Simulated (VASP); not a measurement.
A run of VASP 6.6.1 is set up as follows.

The input POSCAR:

```
KI
1.0
    0.0000000000      3.5890743801      3.5890743801
    3.5890743801      0.0000000000      3.5890743801
    3.5890743801      3.5890743801      0.0000000000
K I
1 1
Direct
    0.0000000000      0.0000000000      0.0000000000
    0.5000000000      0.5000000000      0.5000000000
```

The input INCAR.step1:

```
ALGO = Normal ; EDIFF = 1E-5
EDIFFG = -0.005 ; ENCUT = 550
GGA = PE ; GGA_COMPAT = F
IBRION = 2 ; ISIF = 3
ISMEAR = -1 ; LASPH = T
LCHARG = F ; LREAL = F
LWAVE = T ; NELM = 120
NELMIN = 4 ; NSW = 100
PREC = Accurate ; SIGMA = 0.02
```

INCAR.step2

```
ALGO = Normal ; EDIFF = 1E-7
EDIFFG = -0.005 ; ENCUT = 550
GGA_COMPAT = F ; IBRION = 2
ISIF = 3 ; ISMEAR = -1
ISTART = 1 ; LASPH = T
LCHARG = F ; LMIXTAU = T
LREAL = F ; LWAVE = F
METAGGA = R2SCAN ; NELM = 120
NELMIN = 4 ; NSW = 80
PREC = Accurate ; SIGMA = 0.02
```

Contents of KPOINTS:

```
k-points
0
Gamma
  6 6 6
```

Potentials or basis: VASP PAW PBE potentials, release 64 (K_sv, I).

Run with:

```console
$ cat potpaw_PBE.64/K_sv/POTCAR potpaw_PBE.64/I/POTCAR > POTCAR
$ cp INCAR.step1 INCAR
$ mpirun -np 1 vasp_std > vasp.out
$ cp INCAR.step2 INCAR
$ mpirun -np 1 vasp_std > vasp.out
```

Q: Estimate the relaxed volume.

A: 44.61 Å³/atom.

Q: Predict the band gap on the k mesh.

A: 4.58 eV.

Q: What does it give for the relaxed cell?

A: a = 5.016 Å, b = 5.016 Å, c = 5.016 Å, α = 60.00°, β = 60.00°, γ = 60.00°.

Q: Predict the space group after relaxing (to 0.1 Å).

A: Fm-3m (No. 225).

Final structure:
```
K I
1.0
     0.00000    3.54666    3.54666
     3.54666    0.00000    3.54666
     3.54666    3.54666    0.00000
K I
1 1
Direct
  0.00000 0.00000 0.00000
  0.50000 0.50000 0.50000
```

Caveat: the PAW data sets were made with another functional, which shifts forces and pressure a little; spin-orbit coupling is left out, which moves the levels of the heavy elements.
